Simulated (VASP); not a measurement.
BaTiO3: single point with PBE+U

The system is BaTiO3.

```xyz
5
Lattice="2.8604 1.6514 2.3461 -2.8604 1.6514 2.3461 0.0000 -3.3029 2.3461" Properties=species:S:1:pos:R:3 pbc="T T T"
Ba    0.0000    0.0000    0.0189
Ti    0.0000    0.0000    3.5379
O     0.0000   -1.6514    4.7110
O    -1.4302    0.8257    4.7110
O     1.4302    0.8257    4.7110
```

This cell differs from its parent crystal: atoms moved along the polar distortion.

- Program: VASP 6.6.1
- Task: single point
- Functional: PBE
- Potentials or basis: VASP PAW PBE potentials, release 64 (Ba_sv, Ti_sv, O_h)
- Cutoff: 1340 eV
- k mesh: 6 × 6 × 6
- Occupations: gaussian, width 0.01 eV
- Spin: no spin polarisation
- Hubbard terms: Ti d U = 4.0 eV

```
Pressure               : 0.5 GPa
Band gap on the k mesh : 2.13 eV (least direct gap 2.34 eV)
```

Stress tensor (GPa, compression positive):
```
 0.91  0.00  0.00
 0.00  0.91  0.00
 0.00  0.00 -0.18
```

Levels at points of the mesh, in eV from the valence-band top:
| k point | band 17 | band 18 | band 19 | band 20 | band 21 | band 22 | band 23 | band 24 |
| --- | --- | --- | --- | --- | --- | --- | --- | --- |
| (0.00, 0.00, 0.00) | -1.04 | -0.24 | -0.21 | -0.21 | 2.13 | 2.13 | 2.14 | 3.70 |
| (0.50, 0.00, 0.00) | -1.71 | -1.70 | -0.79 | -0.77 | 2.30 | 3.70 | 3.73 | 3.73 |
| (0.50, 0.50, 0.00) | -1.89 | -0.91 | -0.90 | -0.09 | 3.74 | 3.74 | 4.15 | 4.45 |
| (0.50, 0.50, 0.50) | -2.32 | -0.01 | 0.00 | 0.00 | 4.36 | 4.36 | 4.37 | 6.48 |

Eigenvalues of the final occupation matrices:
| site | spin | trace | eigenvalues |
| --- | --- | --- | --- |
| site 2 d | 1 | 0.77 | 0.10 0.10 0.10 0.23 0.23 |
| site 2 d | 2 | 0.77 | 0.10 0.10 0.10 0.23 0.23 |

Wall time 5.3 min on 1 thread of Intel(R) Xeon(R) Platinum 8175M CPU @ 2.50GHz (Skylake/Cascade Lake), on a shared host, peak memory 0.49 GiB.

Caveat: the cell differs from its parent crystal (atoms moved along the polar distortion); spin-orbit coupling is left out, which moves the levels of the heavy elements. A k mesh can miss the band edges.
